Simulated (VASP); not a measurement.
Runs of VASP 6.6.1 on HfB2. The structure is that of space group P6/mmm (No. 191), or close to it. The cells are those of the table. 

```tsv
cell	gap on the mesh (eV)	pressure (GPa)
a = 3.222, b = 3.222, c = 3.570 Å, angles 90.0, 90.0, 120.0°, 3 atoms	none	-16.1
a = 3.140, b = 3.140, c = 3.480 Å, angles 90.0, 90.0, 120.0°, 3 atoms	none	1.0
a = 3.054, b = 3.054, c = 3.385 Å, angles 90.0, 90.0, 120.0°, 3 atoms	none	26.2
a = 3.098, b = 3.098, c = 3.433 Å, angles 90.0, 90.0, 120.0°, 3 atoms	none	(a)
```

Alike in all rows: task single point; level PBE; potentials or basis VASP PAW PBE potentials, release 64 (Hf_pv, B); no spin polarisation; k mesh 11 × 11 × 8; cutoff (eV) 520; smearing fermi-dirac 0.05 eV.

**Question.** Fill in the values left out.

**Answer.** (a) 12.3.

Caveats: spin-orbit coupling is left out, which moves the levels of the heavy elements.

A k mesh can miss the band edges, and the runs leave out spin-orbit coupling on Hf.

A gap of «none» marks levels without a gap at the run's occupations.
